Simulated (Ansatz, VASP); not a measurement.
One calculation of TaRu19, two programs

```
Ru Ta
1.0
     5.43950    0.00000    0.00000
    -2.71975    4.71075    0.00000
     0.00000    0.00000   20.59401
Ru Ta
19 1
Direct
  0.16667 0.33333 0.29360
  0.16386 0.83193 0.29255
  0.66807 0.33614 0.29255
  0.66807 0.83193 0.29255
  0.33466 0.16534 0.39204
  0.33466 0.66933 0.39204
  0.83067 0.16534 0.39204
  0.83333 0.66667 0.39453
  0.16362 0.83181 0.50000
  0.66819 0.33638 0.50000
  0.66819 0.83181 0.50000
  0.33466 0.16534 0.60796
  0.33466 0.66933 0.60796
  0.83067 0.16534 0.60796
  0.83333 0.66667 0.60547
  0.16667 0.33333 0.70640
  0.16386 0.83193 0.70745
  0.66807 0.33614 0.70745
  0.66807 0.83193 0.70745
  0.16667 0.33333 0.50000
```

Alike in both runs: task single point; functional PBE; dispersion D3(BJ); k mesh 9 × 9 × 1; occupations methfessel-paxton of order 1, width 0.1 eV; no spin polarisation.

|  | VASP | Ansatz |
| --- | --- | --- |
| version | VASP 6.6.1 | Ansatz 0.2.0 |
| potentials or method | VASP PAW PBE potentials, release 64 (Ru_pv, Ta_pv), cutoff 400 eV | scalar-relativistic, plane waves, PAW |
| valence electrons in the cell | 277 | 317 |

Ansatz gave:

| Quantity | Value |
| --- | --- |
| gap on the k mesh at the Fermi level (eV) | none |
| rms of the force components (eV/Å) | 0.068 |

Question: Estimate VASP's values.

Answer: gap on the k mesh at the Fermi level (eV): none; rms of the force components (eV/Å): 0.065.

A gap of «none» marks a metal or a gap that the smearing closes. VASP's potentials hold 277 valence electrons a cell and Ansatz's 317, so a difference there can come from the potentials and not from the codes. Ansatz's warnings: vacuum density over bound.

Spin-orbit coupling is off throughout.
